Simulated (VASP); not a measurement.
A run of VASP 6.6.1:

File INCAR:

```
SYSTEM = BiB2As
PREC     = Accurate       ! precision mode
ENCUT    = 500            ! plane-wave cutoff, eV
EDIFF    = 1E-6           ! SCF threshold, eV
ISMEAR   = 0              ! smearing method
SIGMA    = 0.01           ! smearing width, eV
LREAL    = .False.        ! projectors in reciprocal space
LASPH    = .True.         ! aspherical terms in the spheres
NELM     = 120            ! most SCF steps
ALGO     = Normal         ! electronic algorithm
ISIF     = 2              ! what is computed and relaxed
LWAVE    = .False.        ! write WAVECAR
LCHARG   = .False.        ! write CHGCAR
GGA      = PE             ! functional
NBANDS   = 21             ! bands
GGA_COMPAT= .False.
```

KPOINTS

```
regular mesh
0
Gamma
  4 4 4
  0 0 0
```

Contents of POSCAR:

```
BiB2As
1.0
    3.6143511492      0.0000000000      0.0000000000
    0.0000000000      3.6143511492      0.0000000000
    0.0000000000      0.0000000000      5.1733838360
As B Bi
1 2 1
Direct
    0.0000000000      0.0000000000      0.0000000000
    0.0000000000      0.5000000000      0.7807602850
    0.5000000000      0.0000000000      0.2192397150
    0.5000000000      0.5000000000      0.5000000000
```

Potentials or basis: VASP PAW PBE potentials, release 64 (As, B, Bi_d).

Command:

```sh
$ cat potpaw_PBE.64/As/POTCAR potpaw_PBE.64/B/POTCAR potpaw_PBE.64/Bi_d/POTCAR > POTCAR
$ mpirun -np 1 vasp_std > vasp.out
```

Hardware: 1 thread of Intel Xeon 8259CL, with other jobs on the host.

Task: Estimate the wall time of this run.

Result: It took 34 s on 1 thread of Intel Xeon 8259CL, on a shared host, peak memory 0.19 GiB. Counts: scf iterations 13, k points 18.
